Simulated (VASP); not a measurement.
# SiNi (Pmmn) in VASP: further runs, part 2 of 2

VASP 6.6.1. The steps go on from the part before.

## Step 3: Electric field gradients, LDA, collinear spin, ferromagnetic start (11.52 Å³/atom)

This run uses another cell than the first one, of 11.52 Å³/atom.

Input file INCAR:

```
  PREC = Accurate
  ENCUT = 520
  EDIFF = 1E-8
  ISMEAR = -1
  SIGMA = 0.05
  LREAL = False
  LASPH = True
  NELM = 150
  ALGO = Normal
  ISIF = 2
  LWAVE = False
  LCHARG = False
  ISPIN = 2
  MAGMOM = 0 0 1.5 1.5
  LORBIT = 11
  LMAXMIX = 4
  LEFG = True
  NBANDS = 26
```

Input file KPOINTS:

```
regular mesh
0
Gamma
  11 10 7
```

Input file POSCAR:

```
SiNi
1.0
    3.0164974495      0.0000000000      0.0000000000
    0.0000000000      3.2625517577      0.0000000000
    0.0000000000      0.0000000000      4.6820483107
Si Ni
2 2
Direct
    0.5000000000      0.5000000000      0.8423000000
    0.0000000000      0.0000000000      0.1577000000
    0.5000000000      0.5000000000      0.3442200000
    0.0000000000      0.0000000000      0.6557800000
```

Potentials or basis: VASP PAW LDA potentials, release 64 (Si, Ni).

On the command line:

```bash
cat potpaw_LDA.64/Si/POTCAR potpaw_LDA.64/Ni/POTCAR > POTCAR
mpirun -np 1 vasp_std > vasp.out
```

OUTCAR:

```text
PREC = Accurate
   ENCUT = 520
   EDIFF = 1E-8
   ISMEAR = -1
   LREAL = False
   LASPH = True
   NELM = 150
   ISIF = 2
   ISPIN = 2
   LORBIT = 11

 ion  position               nearest neighbor table
   1  0.500  0.500  0.842-   3 2.33   3 2.35   4 2.39   4 2.39   4 2.39   4 2.39   2 2.67   2 2.67
                             2 2.67   2 2.67
   2  0.000  0.000  0.158-   4 2.33   4 2.35   3 2.39   3 2.39   3 2.39   3 2.39   1 2.67   1 2.67
                             1 2.67   1 2.67
   3  0.500  0.500  0.344-   1 2.33   1 2.35   2 2.39   2 2.39   2 2.39   2 2.39   4 2.66   4 2.66
                             4 2.66   4 2.66
   4  0.000  0.000  0.656-   2 2.33   2 2.35   1 2.39   1 2.39   1 2.39   1 2.39   3 2.66   3 2.66
                             3 2.66   3 2.66

  LATTYP: Found a simple orthorhombic cell.
 ALAT       =     3.0164974495
 B/A-ratio  =     1.0815695396
 C/A-ratio  =     1.5521472798

  Lattice vectors:

 A1 = (   3.0164974495,   0.0000000000,   0.0000000000)
 A2 = (   0.0000000000,   3.2625517577,   0.0000000000)
 A3 = (   0.0000000000,   0.0000000000,   4.6820483107)

Analysis of symmetry for initial positions (statically):
=====================================================================
 Subroutine PRICEL returns:
 Original cell was already a primitive cell.

 Routine SETGRP: Setting up the symmetry group for a
 simple orthorhombic supercell.

 Subroutine GETGRP returns: Found  8 space group operations
 (whereof  4 operations were pure point group operations)
 out of a pool of  8 trial point group operations.

The static configuration has the point symmetry C_2v.
 The point group associated with its full space group is D_2h.

Analysis of symmetry for dynamics (positions and initial velocities):
=====================================================================
 Subroutine PRICEL returns:
 Original cell was already a primitive cell.

 Routine SETGRP: Setting up the symmetry group for a
 simple orthorhombic supercell.

 Subroutine GETGRP returns: Found  8 space group operations
 (whereof  4 operations were pure point group operations)
 out of a pool of  8 trial point group operations.

The dynamic configuration has the point symmetry C_2v.
 The point group associated with its full space group is D_2h.

Analysis of structural, dynamic, and magnetic symmetry:
=====================================================================
 Subroutine PRICEL returns:
 Original cell was already a primitive cell.

 Routine SETGRP: Setting up the symmetry group for a
 simple orthorhombic supercell.

 Subroutine GETGRP returns: Found  8 space group operations
 (whereof  4 operations were pure point group operations)
 out of a pool of  8 trial point group operations.

The overall configuration has the point symmetry C_2v.
 The point group associated with its full space group is D_2h.

 Subroutine INISYM returns: Found  8 space group operations
 (whereof  4 operations are pure point group operations),
 and found     1 'primitive' translations

----------------------------------------------------------------------------------------

                                     Primitive cell
[... 139 lines left out ...]
  ext. energy  EPLUGINS =         0.00000000
  ---------------------------------------------------
  free energy    TOTEN  =       -27.26428825 eV

  energy without entropy =      -27.25306413  energy(sigma->0) =      -27.25867619

 E-fermi :  11.2400     XC(G=0): -12.7056

 val. band max:       11.2399600873   @ k =   0.3636   0.3000   0.4286
 cond. band min:      11.2554564785   @ k =   0.0909   0.2000   0.4286
 fundamental gap:      0.0154963912
 Fermi energy:        11.2399753208

 spin component 1

 k-point     1 :       0.0000    0.0000    0.0000
  band No.  band energies     occupation
      1      -2.5778      1.00000
      2       3.1676      1.00000
      3       4.8123      1.00000
      4       7.0933      1.00000
      5       7.6801      1.00000
      6       8.2293      1.00000
[... 685 lines left out ...]
     25      27.1490      0.00000
     26      27.7633      0.00000

 [... further k-points ...]

 spin component 2

 k-point     1 :       0.0000    0.0000    0.0000
  band No.  band energies     occupation
      1      -2.5778      1.00000
      2       3.1676      1.00000
      3       4.8123      1.00000
      4       7.0933      1.00000
      5       7.6801      1.00000
      6       8.2293      1.00000
[... 685 lines left out ...]
     25      27.1490      0.00000
     26      27.7633      0.00000

 [... further k-points ...]
[... 5 lines left out ...]
  --------------------------------------------------------------------------------------
  -------------------------------------------------------------------------------------
  Total       -2.1005720     -2.2638888     -2.3934936      0.0000000      0.0000000      0.0000000
  in kB      -73.0385065    -78.7171588    -83.2236180      0.0000000      0.0000000      0.0000000
  external PRESSURE =     -78.3264278 kB  Pullay stress =       0.0000000 kB

 VOLUME and BASIS-vectors are now :
 -----------------------------------------------------------------------------
  energy-cutoff  :      520.00
  volume of cell :       46.08
      direct lattice vectors                 reciprocal lattice vectors
     3.016497450  0.000000000  0.000000000     0.331510308  0.000000000  0.000000000
     0.000000000  3.262551758  0.000000000     0.000000000  0.306508547  0.000000000
     0.000000000  0.000000000  4.682048311     0.000000000  0.000000000  0.213581735

 POSITION                                       TOTAL-FORCE (eV/Angst)
 -----------------------------------------------------------------------------------
      1.50825      1.63128      3.94369         0.000000      0.000000     -0.148806
      0.00000      0.00000      0.73836         0.000000      0.000000      0.148806
      1.50825      1.63128      1.61165         0.000000      0.000000     -0.142761
      0.00000      0.00000      3.07039         0.000000      0.000000      0.142761
 -----------------------------------------------------------------------------------
    total drift:                                0.000000      0.000000      0.000000

  FREE ENERGIE OF THE ION-ELECTRON SYSTEM (eV)
  ---------------------------------------------------
  free  energy   TOTEN  =       -27.2642882521 eV

  energy  without entropy=      -27.2530641273  energy(sigma->0) =      -27.25867619

 Electric field gradients (V/A^2)
---------------------------------------------------------------------
 ion       V_xx      V_yy      V_zz      V_xy      V_xz      V_yz
---------------------------------------------------------------------
   1      25.698     9.409   -35.107     0.000     0.000     0.000
   2      25.698     9.409   -35.107     0.000     0.000     0.000
   3       8.028     9.246   -17.274    -0.000    -0.000    -0.000
   4       8.028     9.246   -17.274     0.000     0.000    -0.000
---------------------------------------------------------------------

 Electric field gradients after diagonalization (V/A^2)
 (convention: |V_zz| > |V_xx| > |V_yy|)
----------------------------------------------------------------------
 ion       V_xx      V_yy      V_zz     asymmetry (V_yy - V_xx)/ V_zz
----------------------------------------------------------------------
   1      25.698     9.409   -35.107       0.464
   2      25.698     9.409   -35.107       0.464
   3       9.246     8.028   -17.274       0.070
   4       9.246     8.028   -17.274       0.070
----------------------------------------------------------------------

           NMR quadrupolar parameters

 Cq : quadrupolar parameter    Cq=e*Q*V_zz/h
 eta: asymmetry parameters     (V_yy - V_xx)/ V_zz
 Q  : nuclear electric quadrupole moment in mb (millibarn)
----------------------------------------------------------------------
 ion       Cq(MHz)       eta       Q (mb)
----------------------------------------------------------------------
   1      -0.085       0.464       1.000
   2      -0.085       0.464       1.000
   3      -0.042       0.070       1.000
   4      -0.042       0.070       1.000
----------------------------------------------------------------------

 total charge

# of ion       s       p       d       tot
------------------------------------------
    1        0.756   0.862   0.000   1.618
    2        0.756   0.862   0.000   1.618
    3        0.483   0.609   8.485   9.577
    4        0.483   0.609   8.485   9.577
--------------------------------------------------
tot          2.477   2.942  16.971  22.390

 magnetization (x)

# of ion       s       p       d       tot
------------------------------------------
    1       -0.000  -0.000   0.000  -0.000
    2       -0.000  -0.000   0.000  -0.000
    3        0.000   0.000  -0.000  -0.000
    4        0.000   0.000  -0.000  -0.000
--------------------------------------------------
tot         -0.000  -0.000  -0.000  -0.000
```

It took 4.8 min on 1 thread of Intel Xeon Platinum 8259CL at 2.50GHz (Skylake/Cascade Lake), shared host; peak memory 0.33 GiB.

Results:

```
Free energy                                           : -27.2643 eV
Pressure                                              : -7.8 GPa
Largest force                                         : 0.149 eV/Å
Band gap on the k mesh                                : zero (filled and empty bands overlap)
Net moment                                            : 0.00 μB per cell
Largest electric field gradient by atom               : Si -35.1; Ni -17.3 V/Å²
Valence electrons inside the program's atomic spheres : Si 1.62; Ni 9.58
```

Forces on the atoms (eV/Å):
```
Si   0.000  0.000 -0.149
Si   0.000  0.000  0.149
Ni   0.000  0.000 -0.143
Ni   0.000  0.000  0.143
```

Stress tensor (GPa, compression positive):
```
-7.30  0.00  0.00
 0.00 -7.87  0.00
 0.00  0.00 -8.32
```

Electric field gradients, principal values (V/Å²):
```tsv
atom	least	middle	greatest (by size)
1 Si	9.409	25.698	-35.107
2 Si	9.409	25.698	-35.107
3 Ni	8.028	9.246	-17.274
4 Ni	8.028	9.246	-17.274
```

Caveat: the cell stands under tension; the moments typed at the start vanished in this run; without QUAD_EFG the Cq values of the log hold for a quadrupole moment of 1 mb, not for the nuclei.

## Step 4: Electric field gradients, LDA, collinear spin, ferromagnetic start (10.94 Å³/atom)

This run uses another cell than the first one, of 10.94 Å³/atom.

Input file INCAR:

```
SYSTEM = SiNi
PREC     = Accurate       ! precision mode
ENCUT    = 510            ! plane-wave cutoff, eV
EDIFF    = 1E-8           ! SCF threshold, eV
ISMEAR   = -1             ! smearing method
SIGMA    = 0.05           ! smearing width, eV
LREAL    = .False.        ! projectors in reciprocal space
LASPH    = .True.         ! aspherical terms in the spheres
NELM     = 200            ! most SCF steps
ALGO     = Normal         ! electronic algorithm
ISIF     = 2              ! what is computed and relaxed
LWAVE    = .False.        ! write WAVECAR
LCHARG   = .False.        ! write CHGCAR
ISPIN    = 2              ! spin polarisation
MAGMOM   = 0 0 1.5 1.5    ! initial moments
LORBIT   = 11             ! projections on sites
LMAXMIX  = 4              ! l up to which the mixer works
GGA      = CA             ! functional
LEFG     = .True.       
NBANDS   = 34             ! bands
GGA_COMPAT= .False.
```

Input file KPOINTS:

```
Automatic mesh
0
Gamma
  11 10 7
  0 0 0
```

Input file POSCAR:

```
SiNi
1.0
    2.9648349084      0.0000000000      0.0000000000
    0.0000000000      3.2066751269      0.0000000000
    0.0000000000      0.0000000000      4.6018604381
Si Ni
2 2
Direct
    0.5000000000      0.5000000000      0.8423000000
    0.0000000000      0.0000000000      0.1577000000
    0.5000000000      0.5000000000      0.3442200000
    0.0000000000      0.0000000000      0.6557800000
```

Potentials or basis: VASP PAW LDA potentials, release 64 (Si, Ni_sv_GW).

On the command line:

```bash
cat potpaw_LDA.64/Si/POTCAR potpaw_LDA.64/Ni_sv_GW/POTCAR > POTCAR
mpirun -np 1 vasp_std > vasp.out
```

OUTCAR:

```text
SYSTEM = SiNi
   PREC = Accurate
   ENCUT = 510
   EDIFF = 1E-8
   ISMEAR = -1
   LREAL = .False.
   LASPH = .True.
   NELM = 200
   ISIF = 2
   ISPIN = 2
   LORBIT = 11
   GGA = CA

 ion  position               nearest neighbor table
   1  0.500  0.500  0.842-   3 2.29   3 2.31   4 2.35   4 2.35   4 2.35   4 2.35   2 2.62   2 2.62
                             2 2.62   2 2.62
   2  0.000  0.000  0.158-   4 2.29   4 2.31   3 2.35   3 2.35   3 2.35   3 2.35   1 2.62   1 2.62
                             1 2.62   1 2.62
   3  0.500  0.500  0.344-   1 2.29   1 2.31   2 2.35   2 2.35   2 2.35   2 2.35   4 2.61   4 2.61
                             4 2.61   4 2.61
   4  0.000  0.000  0.656-   2 2.29   2 2.31   1 2.35   1 2.35   1 2.35   1 2.35   3 2.61   3 2.61
                             3 2.61   3 2.61

  LATTYP: Found a simple orthorhombic cell.
 ALAT       =     2.9648349084
 B/A-ratio  =     1.0815695396
 C/A-ratio  =     1.5521472798

  Lattice vectors:

 A1 = (   2.9648349084,   0.0000000000,   0.0000000000)
 A2 = (   0.0000000000,   3.2066751269,   0.0000000000)
 A3 = (   0.0000000000,   0.0000000000,   4.6018604381)

Analysis of symmetry for initial positions (statically):
=====================================================================
 Subroutine PRICEL returns:
 Original cell was already a primitive cell.

 Routine SETGRP: Setting up the symmetry group for a
 simple orthorhombic supercell.

 Subroutine GETGRP returns: Found  8 space group operations
 (whereof  4 operations were pure point group operations)
 out of a pool of  8 trial point group operations.
[... 1989 lines left out ...]
  energy-cutoff  :      510.00
  volume of cell :       43.75
      direct lattice vectors                 reciprocal lattice vectors
     2.964834908  0.000000000  0.000000000     0.337286908  0.000000000  0.000000000
     0.000000000  3.206675127  0.000000000     0.000000000  0.311849489  0.000000000
     0.000000000  0.000000000  4.601860438     0.000000000  0.000000000  0.217303417

 POSITION                                       TOTAL-FORCE (eV/Angst)
 -----------------------------------------------------------------------------------
      1.48242      1.60334      3.87615         0.000000      0.000000     -0.023160
      0.00000      0.00000      0.72571         0.000000      0.000000      0.023160
      1.48242      1.60334      1.58405         0.000000      0.000000     -0.025324
      0.00000      0.00000      3.01781         0.000000      0.000000      0.025324
 -----------------------------------------------------------------------------------
    total drift:                                0.000000      0.000000      0.000000

  FREE ENERGIE OF THE ION-ELECTRON SYSTEM (eV)
  ---------------------------------------------------
  free  energy   TOTEN  =       -29.0182234929 eV

  energy  without entropy=      -29.0075836595  energy(sigma->0) =      -29.01290358

 Electric field gradients (V/A^2)
---------------------------------------------------------------------
 ion       V_xx      V_yy      V_zz      V_xy      V_xz      V_yz
---------------------------------------------------------------------
   1      26.736     9.458   -36.194     0.000     0.000     0.000
   2      26.736     9.458   -36.194     0.000    -0.000     0.000
   3       8.645     8.511   -17.156    -0.000    -0.000    -0.000
   4       8.645     8.511   -17.156    -0.000     0.000    -0.000
---------------------------------------------------------------------

 Electric field gradients after diagonalization (V/A^2)
 (convention: |V_zz| > |V_xx| > |V_yy|)
----------------------------------------------------------------------
 ion       V_xx      V_yy      V_zz     asymmetry (V_yy - V_xx)/ V_zz
----------------------------------------------------------------------
   1      26.736     9.458   -36.194       0.477
   2      26.736     9.458   -36.194       0.477
   3       8.645     8.511   -17.156       0.008
   4       8.645     8.511   -17.156       0.008
----------------------------------------------------------------------

           NMR quadrupolar parameters

 Cq : quadrupolar parameter    Cq=e*Q*V_zz/h
 eta: asymmetry parameters     (V_yy - V_xx)/ V_zz
 Q  : nuclear electric quadrupole moment in mb (millibarn)
----------------------------------------------------------------------
 ion       Cq(MHz)       eta       Q (mb)
----------------------------------------------------------------------
   1      -0.088       0.477       1.000
   2      -0.088       0.477       1.000
   3      -0.041       0.008       1.000
   4      -0.041       0.008       1.000
----------------------------------------------------------------------

 total charge

# of ion       s       p       d       f       tot
--------------------------------------------------
    1        0.754   0.900   0.000   0.000   1.653
    2        0.754   0.900   0.000   0.000   1.653
    3        2.242   6.416   7.927   0.004  16.590
    4        2.242   6.416   7.927   0.004  16.590
--------------------------------------------------
tot          5.992  14.632  15.854   0.009  36.487

 magnetization (x)

# of ion       s       p       d       f       tot
--------------------------------------------------
    1       -0.000  -0.000   0.000   0.000  -0.000
    2       -0.000  -0.000   0.000   0.000  -0.000
    3       -0.000  -0.000   0.000  -0.000   0.000
    4       -0.000  -0.000   0.000  -0.000   0.000
--------------------------------------------------
tot         -0.000  -0.000   0.000  -0.000   0.000
```

OSZICAR:

```text
N       E                     dE             d eps       ncg     rms          rms(c)
DAV:   1     0.550437255138E+03    0.55044E+03   -0.24802E+04 34516   0.345E+03
DAV:   2     0.763616249405E+01   -0.54280E+03   -0.51400E+03 33826   0.113E+03
DAV:   3    -0.393526969663E+02   -0.46989E+02   -0.45859E+02 38548   0.375E+02
DAV:   4    -0.407931490071E+02   -0.14405E+01   -0.14209E+01 35376   0.773E+01
DAV:   5    -0.408486935072E+02   -0.55545E-01   -0.55348E-01 36290   0.861E+00    0.366E+01
DAV:   6    -0.620885675050E+02   -0.21240E+02   -0.20872E+02 32804   0.826E+02    0.433E+01
DAV:   7    -0.292589578504E+02    0.32830E+02   -0.90638E+01 30860   0.517E+02    0.905E+00
DAV:   8    -0.290587093629E+02    0.20025E+00   -0.59857E+00 38728   0.774E+01    0.302E+00
DAV:   9    -0.290266498313E+02    0.32060E-01   -0.24298E-01 36408   0.145E+01    0.113E+00
DAV:  10    -0.290207356420E+02    0.59142E-02   -0.28974E-02 36184   0.906E+00    0.726E-01
DAV:  11    -0.290185512549E+02    0.21844E-02   -0.45278E-03 38400   0.253E+00    0.323E-01
DAV:  12    -0.290182284773E+02    0.32278E-03   -0.12677E-03 38704   0.170E+00    0.117E-01
DAV:  13    -0.290182238672E+02    0.46101E-05   -0.83348E-05 38080   0.285E-01    0.316E-02
DAV:  14    -0.290182254551E+02   -0.15879E-05   -0.65883E-06 39088   0.114E-01    0.221E-02
DAV:  15    -0.290182238940E+02    0.15611E-05   -0.28709E-06 38248   0.815E-02    0.947E-03
DAV:  16    -0.290182235479E+02    0.34619E-06   -0.45223E-07 32168   0.375E-02    0.473E-03
DAV:  17    -0.290182234929E+02    0.54973E-07   -0.25300E-07 35256   0.229E-02    0.102E-03
DAV:  18    -0.290182234929E+02   -0.63665E-10   -0.12728E-09 13224   0.257E-03
   1 F= -.29018223E+02 E0= -.29012904E+02  d E =-.106398E-01  mag=     0.0000
```

It used 420 s of CPU time on 1 thread of Intel(R) Xeon(R) Platinum 8488C (Sapphire Rapids), with other jobs on the host.

Results:

```
Free energy                                           : -29.0182 eV
Pressure                                              : 0.8 GPa
Largest force                                         : 0.025 eV/Å
Band gap on the k mesh                                : zero (filled and empty bands overlap)
Net moment                                            : 0.00 μB per cell
Largest electric field gradient by atom               : Si -36.2; Ni -17.2 V/Å²
Valence electrons inside the program's atomic spheres : Si 1.65; Ni 16.59
```

Forces on the atoms (eV/Å):
```
Si   0.000  0.000 -0.023
Si   0.000  0.000  0.023
Ni   0.000  0.000 -0.025
Ni   0.000  0.000  0.025
```

Electric field gradients, principal values (V/Å²):
| atom | least | middle | greatest (by size) |
| --- | --- | --- | --- |
| 1 Si | 9.458 | 26.736 | -36.194 |
| 2 Si | 9.458 | 26.736 | -36.194 |
| 3 Ni | 8.511 | 8.645 | -17.156 |
| 4 Ni | 8.511 | 8.645 | -17.156 |

Caveat: the moments typed at the start vanished in this run; without QUAD_EFG the Cq values of the log hold for a quadrupole moment of 1 mb, not for the nuclei.
